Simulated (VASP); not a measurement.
Input of a VASP 6.6.1 run:

Contents of INCAR:

```
ALGO     = Normal         # electronic algorithm
EDIFF    = 1E-6           # SCF threshold, eV
ENCUT    = 520            # plane-wave cutoff, eV
GGA      = PE             # functional
ISIF     = 2              # what is computed and relaxed
ISMEAR   = 0              # smearing method
LASPH    = True           # aspherical terms in the spheres
LCHARG   = False          # write CHGCAR
LREAL    = False          # projectors in reciprocal space
LWAVE    = False          # write WAVECAR
NBANDS   = 8              # bands
NELM     = 100            # most SCF steps
PREC     = Accurate       # precision mode
SIGMA    = 0.1            # smearing width, eV
```

KPOINTS

```
k-points
0
Gamma
  10 10 10
```

The input POSCAR:

```
C
1.0
   -0.8074902430      0.8074902430      3.7313795333
    0.8074902430     -0.8074902430      3.7313795333
    0.8074902430      0.8074902430     -3.7313795333
C
1
Direct
    0.0000000000      0.0000000000      0.0000000000
```

Potentials or basis: VASP PAW PBE potentials, release 64 (C).

The run is started by

```console
$ cat potpaw_PBE.64/C/POTCAR > POTCAR
$ mpirun -np 1 vasp_std > vasp.out
```

(1) Estimate the band gap on the k mesh.

(2) Predict the pressure.

## Answers

(1) zero (band 2 reaches 4.79 eV, above the bottom of band 3 at 3.45 eV).

(2) 0.2 GPa.

Caveat: the k points lie up to 0.55 Å⁻¹ apart.
